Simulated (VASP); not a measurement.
# Hg3P2 (P4/mmm) in VASP: relaxation of cell and atoms with PBE

Aim: the relaxation of cell and atoms of Hg3P2 with PBE.

Program: VASP 6.6.1. These are calculated values, not measurements. Logs are shortened: lines on timing, memory, paths and dates and some standing lists are left out, and cuts for length are marked.

### 1 The cell of the first run

The structure is tetragonal, space group P4/mmm (No. 123). The conventional cell has a = 4.297 Å, b = 4.297 Å, c = 6.511 Å, α = 90.00°, β = 90.00°, γ = 90.00°. Hg (site symmetry 4mm) has 8 P at 3.06 to 4.13 Å and 10 Hg at 3.19 to 4.30 Å within 4.3 Å. Hg (site symmetry 4/mmm) has 2 P at 2.06 Å within 2.7 Å. Within 2.7 Å of P (site symmetry 4mm) lie 1 Hg at 2.06 Å and 1 P at 2.40 Å.

The cell was built from a structure type or drawn by symmetry, and may not be a known phase.

### 2 Relaxation of cell and atoms, PBE

INCAR reads:

```
ALGO = Fast
EDIFF = 1E-6
EDIFFG = -0.04
ENCUT = 600
GGA = PE
IBRION = 2
ISIF = 3
ISMEAR = 0
LASPH = True
LCHARG = False
LREAL = False
LWAVE = False
NELM = 100
NSW = 90
PREC = Accurate
SIGMA = 0.1
```

KPOINTS reads:

```
k-points
0
Gamma
  4 4 4
```

POSCAR reads:

```
Hg3P2
1.0
    4.2966257700      0.0000000000      0.0000000000
    0.0000000000      4.2966257700      0.0000000000
    0.0000000000      0.0000000000      6.5114069400
Hg P
3 2
Direct
    0.0000000000      0.0000000000      0.2446311400
    0.0000000000      0.0000000000      0.7553688600
    0.5000000000      0.5000000000      0.5000000000
    0.5000000000      0.5000000000      0.1842461100
    0.5000000000      0.5000000000      0.8157538900
```

Potentials or basis: VASP PAW PBE potentials, release 64 (Hg, P).

Command:

```
cat potpaw_PBE.64/Hg/POTCAR potpaw_PBE.64/P/POTCAR > POTCAR
mpirun -np 1 vasp_std > vasp.out
```

OUTCAR:

```text
EDIFF = 1E-6
   EDIFFG = -0.04
   ENCUT = 600
   GGA = PE
   IBRION = 2
   ISIF = 3
   ISMEAR = 0
   LASPH = True
   LREAL = False
   NELM = 100
   NSW = 90
   PREC = Accurate

 ion  position               nearest neighbor table
   1  0.000  0.000  0.245-   4 3.06   4 3.06   4 3.06   4 3.06   2 3.19   2 3.33   3 3.46   3 3.46
                             3 3.46   3 3.46
   2  0.000  0.000  0.755-   5 3.06   5 3.06   5 3.06   5 3.06   1 3.19   1 3.33   3 3.46   3 3.46
                             3 3.46   3 3.46
   3  0.500  0.500  0.500-   4 2.06   5 2.06   1 3.46   2 3.46   1 3.46   2 3.46   1 3.46   2 3.46
                             1 3.46   2 3.46
   4  0.500  0.500  0.184-   3 2.06   5 2.40   1 3.06   1 3.06   1 3.06   1 3.06
   5  0.500  0.500  0.816-   3 2.06   4 2.40   2 3.06   2 3.06   2 3.06   2 3.06

  LATTYP: Found a simple tetragonal cell.
 ALAT       =     4.2966257700
 C/A-ratio  =     1.5154698800

  Lattice vectors:

 A1 = (   4.2966257700,   0.0000000000,   0.0000000000)
 A2 = (   0.0000000000,   4.2966257700,   0.0000000000)
 A3 = (   0.0000000000,   0.0000000000,   6.5114069400)

Analysis of symmetry for initial positions (statically):
=====================================================================
 Subroutine PRICEL returns:
 Original cell was already a primitive cell.

 Routine SETGRP: Setting up the symmetry group for a
 simple tetragonal supercell.

 Subroutine GETGRP returns: Found 16 space group operations
 (whereof 16 operations were pure point group operations)
 out of a pool of 16 trial point group operations.

The static configuration has the point symmetry D_4h.

Analysis of symmetry for dynamics (positions and initial velocities):
=====================================================================
 Subroutine PRICEL returns:
 Original cell was already a primitive cell.

 Routine SETGRP: Setting up the symmetry group for a
 simple tetragonal supercell.

 Subroutine GETGRP returns: Found 16 space group operations
 (whereof 16 operations were pure point group operations)
 out of a pool of 16 trial point group operations.

The dynamic configuration has the point symmetry D_4h.

 Subroutine INISYM returns: Found 16 space group operations
 (whereof 16 operations are pure point group operations),
 and found     1 'primitive' translations

----------------------------------------------------------------------------------------

                                     Primitive cell

  volume of cell :     120.2070

  direct lattice vectors                    reciprocal lattice vectors
     4.296625770  0.000000000  0.000000000     0.232740772  0.000000000  0.000000000
     0.000000000  4.296625770  0.000000000     0.000000000  0.232740772  0.000000000
     0.000000000  0.000000000  6.511406940     0.000000000  0.000000000  0.153576640

  length of vectors
     4.296625770  4.296625770  6.511406940     0.232740772  0.232740772  0.153576640

  position of ions in fractional coordinates (direct lattice)
     0.000000000  0.000000000  0.244631140
     0.000000000  0.000000000  0.755368860
     0.500000000  0.500000000  0.500000000
     0.500000000  0.500000000  0.184246110
     0.500000000  0.500000000  0.815753890

  ion indices of the primitive-cell ions
   primitive index   ion index
                 1           1
                 2           2
                 3           3
                 4           4
                 5           5

----------------------------------------------------------------------------------------

 KPOINTS: k-points

Automatic generation of k-mesh.
 Grid dimensions read from file:
 generate k-points for:    4    4    4

 Generating k-lattice:

  Cartesian coordinates                     Fractional coordinates (reciprocal lattice)
     0.058185193  0.000000000  0.000000000     0.250000000  0.000000000  0.000000000
     0.000000000  0.058185193  0.000000000     0.000000000  0.250000000  0.000000000
     0.000000000  0.000000000  0.038394160     0.000000000  0.000000000  0.250000000

  Length of vectors
     0.058185193  0.058185193  0.038394160

  Shift w.r.t. Gamma in fractional coordinates (k-lattice)
     0.000000000  0.000000000  0.000000000

 Subroutine IBZKPT returns following result:
 ===========================================

 Found     18 irreducible k-points:

 Following reciprocal coordinates:
            Coordinates               Weight
  0.000000  0.000000  0.000000      1.000000
  0.250000  0.000000  0.000000      4.000000
  0.500000  0.000000  0.000000      2.000000
  0.250000  0.250000  0.000000      4.000000
  0.500000  0.250000  0.000000      4.000000
  0.500000  0.500000  0.000000      1.000000
[... 10 lines left out ...]
  0.500000  0.250000  0.500000      4.000000
  0.500000  0.500000  0.500000      1.000000
   k-points           NKPTS =     18   k-points in BZ     NKDIM =     18   number of bands    NBANDS=     27
   number of dos      NEDOS =    301   number of ions     NIONS =      5
   total plane-waves  NPLWV =  69984
   dimension x,y,z NGX =    36 NGY =   36 NGZ =   54
   dimension x,y,z NGXF=    72 NGYF=   72 NGZF=  108
   ions per type =               3   2
   NGX,Y,Z   is equivalent  to a cutoff of  13.93, 13.93, 13.79 a.u.
   NGXF,Y,Z  is equivalent  to a cutoff of  27.86, 27.86, 27.57 a.u.
 SYSTEM =  unknown system
   PREC   = accura    normal or accurate (medium, high low for compatibility)
   ISTART =      0    job   : 0-new  1-cont  2-samecut
   ICHARG =      2    charge: 1-file 2-atom 10-const
   ISPIN  =      1    spin polarized calculation?
   LNONCOLLINEAR =      F non collinear calculations
   LSORBIT =      F    spin-orbit coupling
   LASPH  =      T    aspherical Exc in radial PAW
   ENCUT  =  600.0 eV  44.10 Ry    6.64 a.u.   8.58  8.58 13.00*2*pi/ulx,y,z
   NELM   =    100;   NELMIN=  2; NELMDL= -5     # of ELM steps
   EDIFF  = 0.1E-05   stopping-criterion for ELM
   LREAL  =      F    real-space projection
   EDIFFG = -.4E-01   stopping-criterion for IOM
   NSW    =     90    number of steps for IOM
   IBRION =      2    ionic relax: 0-MD 1-quasi-New 2-CG
   NFREE  =      1    steps in history (QN), initial steepest desc. (CG)
   ISIF   =      3    stress and relaxation
   ISYM   =      2    0-nonsym 1-usesym 2-fastsym
   POTIM  = 0.5000    time-step for ionic-motion
   TEBEG  =    0.0;   TEEND  =   0.0 temperature during run
   PSTRESS=    0.0 pullay stress
   NELECT =      46.0000    total number of electrons
   NUPDOWN=      -1.0000    fix difference up-down
   EMIN   =  10.00;   EMAX   =-10.00  energy-range for DOS
   EFERMI =   0.00;   METHOD = LEGACY
   ISMEAR =     0;   SIGMA  =   0.10  broadening in eV -4-tet -1-fermi 0-gaus
   EFERMI_NEDOS =   21; number of points for ismear=-14 and -15
   IALGO  =     68    algorithm
   IMIX   =      4    mixing-type and parameters
     AMIX     =   0.40;   BMIX     =  1.00
     AMIX_MAG =   1.60;   BMIX_MAG =  1.00
  volume/ion in A,a.u.               =      24.04       162.24
  Fermi-wavevector in a.u.,A,eV,Ry     =   1.188550  2.246034 19.220287  1.412651
  Thomas-Fermi vector in A             =   2.324677
   LORBIT       =      0    0 simple, 1 ext, 2 COOP (PROOUT), +10 PAW based schemes
   GGA     = PE    functional components
   LHFCALC =     F    Hartree Fock is set to
   AEXX    =    0.0000 exact exchange contribution
   IVDW    =     0    specifies the selected vdW correction
   LEPSILON=     F    determine dielectric tensor
   LRPA    =     F    only Hartree local field effects (RPA)
 conjugate gradient relaxation of ions
 non-spin polarized calculation
 RMM-DIIS sequential band-by-band and
 Gauss-broadening in eV      SIGMA  =   0.10
  energy-cutoff  :      600.00
  volume of cell :      120.21
 maximum number of plane-waves:      4030
 NGX is ok and might be reduce to    36
   NGX = 17   NGY = 17   NGZ = 27

--------------------------------------- Ionic step        1  -------------------------------------------

 number of electron      46.0000003 magnetization

 Free energy of the ion-electron system (eV)
  ---------------------------------------------------
  ext. energy  EPLUGINS =         0.00000000
  ---------------------------------------------------
  free energy    TOTEN  =        -6.21158132 eV

  energy without entropy =       -6.19154519  energy(sigma->0) =       -6.20156326

------------------------ aborting loop because EDIFF is reached ----------------------------------------

  FORCE on cell =-STRESS in cart. coord.  units (eV):
  Direction    XX          YY          ZZ          XY          YZ          ZX
  --------------------------------------------------------------------------------------
  -------------------------------------------------------------------------------------
  Total       -0.9455759     -0.9455759     32.8161322      0.0000000      0.0000000      0.0000000
  in kB      -12.6030911    -12.6030911    437.3892237      0.0000000      0.0000000      0.0000000
  external PRESSURE =     137.3943472 kB  Pullay stress =       0.0000000 kB
[... 98 lines left out ...]
  FREE ENERGIE OF THE ION-ELECTRON SYSTEM (eV)
  ---------------------------------------------------
  free  energy   TOTEN  =        -9.1503876008 eV

  energy  without entropy=       -9.1392776099  energy(sigma->0) =       -9.14483261

 E-fermi :   3.2891     XC(G=0): -10.1575

 val. band max:        3.2774147496   @ k =   0.0000   0.0000   0.5000
 cond. band min:       3.3157239835   @ k =   0.5000   0.2500   0.0000
 fundamental gap:      0.0383092339
 Fermi energy:         3.2891426876

 k-point     1 :       0.0000    0.0000    0.0000
  band No.  band energies     occupation
      1      -9.3285      2.00000
      2      -6.7576      2.00000
      3      -4.1914      2.00000
      4      -3.8359      2.00000
      5      -3.6291      2.00000
      6      -3.5365      2.00000
[... 529 lines left out ...]
     26       6.1260      0.00000
     27       6.1260      0.00000

[... ionic steps 4 to 43 ...]

--------------------------------------- Ionic step       44  -------------------------------------------

 number of electron      46.0000001 magnetization

------------------------ aborting loop because EDIFF is reached ----------------------------------------

  FORCE on cell =-STRESS in cart. coord.  units (eV):
  Direction    XX          YY          ZZ          XY          YZ          ZX
  --------------------------------------------------------------------------------------
  -------------------------------------------------------------------------------------
  Total       -0.0573435     -0.0573435     -0.0748822      0.0000000      0.0000000      0.0000000
  in kB       -0.6689574     -0.6689574     -0.8735605      0.0000000      0.0000000      0.0000000
  external PRESSURE =      -0.7371584 kB  Pullay stress =       0.0000000 kB
[... 63 lines left out ...]
  energy  without entropy=      -10.1089965022  energy(sigma->0) =      -10.11159354

--------------------------------------- Ionic step       46  -------------------------------------------

 number of electron      46.0000002 magnetization

 Free energy of the ion-electron system (eV)
  ---------------------------------------------------
  ext. energy  EPLUGINS =         0.00000000
  ---------------------------------------------------
  free energy    TOTEN  =       -10.11424993 eV

  energy without entropy =      -10.10905099  energy(sigma->0) =      -10.11165046

 E-fermi :   2.0702     XC(G=0):  -9.2104

 val. band max:        2.0021933770   @ k =   0.0000   0.0000   0.2500
 cond. band min:       2.2158707849   @ k =   0.0000   0.0000   0.5000
 fundamental gap:      0.2136774079
 Fermi energy:         2.0702378841

 k-point     1 :       0.0000    0.0000    0.0000
  band No.  band energies     occupation
      1     -10.6224      2.00000
      2      -7.6747      2.00000
      3      -5.1324      2.00000
      4      -4.8306      2.00000
      5      -4.7108      2.00000
      6      -4.6773      2.00000
[... 561 lines left out ...]
  FREE ENERGIE OF THE ION-ELECTRON SYSTEM (eV)
  ---------------------------------------------------
  free  energy   TOTEN  =       -10.1142499339 eV

  energy  without entropy=      -10.1090509918  energy(sigma->0) =      -10.11165046

 reached required accuracy - stopping structural energy minimisation
```

It took 26 min on 1 thread of Intel Xeon Platinum 8488C (Sapphire Rapids), shared host; peak memory 0.3 GiB.

Results:

```
Free energy                           : -10.1142 eV
Relaxed volume                        : 27.43 Å³/atom
Relaxed cell                          : a = 3.908 Å, b = 3.908 Å, c = 8.980 Å, α = 90.00°, β = 90.00°, γ = 90.00°
Space group after relaxing (to 0.1 Å) : P4/mmm (No. 123)
Energy gained by relaxing             : 780.5 meV/atom
Ionic steps                           : 46
Pressure after relaxing               : 0.0 GPa
Largest force after relaxing          : 0.021 eV/Å
Band gap on the k mesh                : zero (bands 23 and 24 overlap by 2.67 eV)
```

Forces in eV/Å, atoms in the order of the input:
```
Hg   0.000  0.000 -0.006
Hg   0.000  0.000  0.006
Hg   0.000  0.000  0.000
P    0.000  0.000 -0.021
P    0.000  0.000  0.021
```

Stress tensor (GPa, compression positive):
```
-0.05  0.00  0.00
 0.00 -0.05  0.00
 0.00  0.00  0.08
```

The path:
```
step  energy change (eV)  largest force (eV/Å)  pressure (GPa)  volume (Å³)
   1              0.0000                7.6920           13.74       120.21
   3             -2.9388                0.7151           -3.96       138.98
   5             -3.3239                0.7611            0.31       121.40
   7             -3.4888                0.3912            1.48       114.39
   9             -3.5355                0.5354            0.65       116.87
  11             -3.6596                0.7377           -1.03       124.08
  13             -3.6009                2.4057            1.59       128.01
  15             -3.7360                0.3267           -0.10       125.98
  17             -3.7482                0.1986            0.86       127.10
  19             -3.7726                0.2241            0.03       127.50
  21             -3.7856                0.4580           -0.61       129.52
  23             -3.8168                0.4622           -0.75       130.87
  25             -3.8037                0.1350           -1.04       136.15
  27             -3.8463                0.2132           -0.84       133.91
  29             -3.8662                0.2011            0.34       131.04
  31             -3.8784                0.1151            0.62       130.34
  33             -3.8874                0.2459            0.03       132.84
  35             -3.8887                0.3092           -0.16       134.06
  37             -3.8949                0.0716           -0.09       135.60
  39             -3.8986                0.0933            0.06       136.33
  41             -3.9001                0.1195           -0.12       136.94
  43             -3.9015                0.1083           -0.08       137.10
  45             -3.9026                0.0485            0.01       137.24
  46             -3.9027                0.0211           -0.01       137.17
```

Final structure:
```cif
data_structure
_symmetry_space_group_name_H-M 'P 1'
_symmetry_Int_Tables_number 1
_cell_length_a 3.9084
_cell_length_b 3.9084
_cell_length_c 8.9799
_cell_angle_alpha 90.000
_cell_angle_beta 90.000
_cell_angle_gamma 90.000
_cell_volume 137.17
loop_
_atom_site_label
_atom_site_type_symbol
_atom_site_fract_x
_atom_site_fract_y
_atom_site_fract_z
_atom_site_occupancy
Hg1 Hg 0.00000 0.00000 0.16953 1
Hg2 Hg 0.00000 0.00000 0.83047 1
Hg3 Hg 0.50000 0.50000 0.50000 1
P1 P 0.50000 0.50000 0.11993 1
P2 P 0.50000 0.50000 0.88007 1
```

Levels at points of the mesh, in eV from the Fermi level:
```csv
k point,band 19,band 20,band 21,band 22,band 23,band 24,band 25,band 26,band 27
"(0.00, 0.00, 0.00)",-3.00,-2.09,-2.09,-0.79,-0.58,0.18,0.18,1.76,3.85
"(0.50, 0.00, 0.00)",-3.70,-3.62,-1.60,-0.37,-0.19,2.26,2.41,2.93,3.88
"(0.50, 0.50, 0.00)",-4.06,-3.59,-2.55,-2.02,-2.02,-1.60,-0.48,2.46,2.46
"(0.00, 0.00, 0.50)",-3.80,-2.07,-2.07,-1.18,0.15,0.15,0.22,2.10,3.68
"(0.50, 0.00, 0.50)",-3.92,-3.27,-2.44,-0.37,1.07,1.21,2.24,3.32,3.89
"(0.50, 0.50, 0.50)",-3.99,-3.60,-2.27,-2.12,-2.12,-1.60,-1.31,2.79,2.79
```

Caveat: the k points lie up to 0.40 Å⁻¹ apart in the final cell, too coarse for converged energies and pressures of a metal; a cell axis changed by over 15 % at a fixed basis, so the end point is rough; spin-orbit coupling is left out, which moves the levels of the heavy elements.
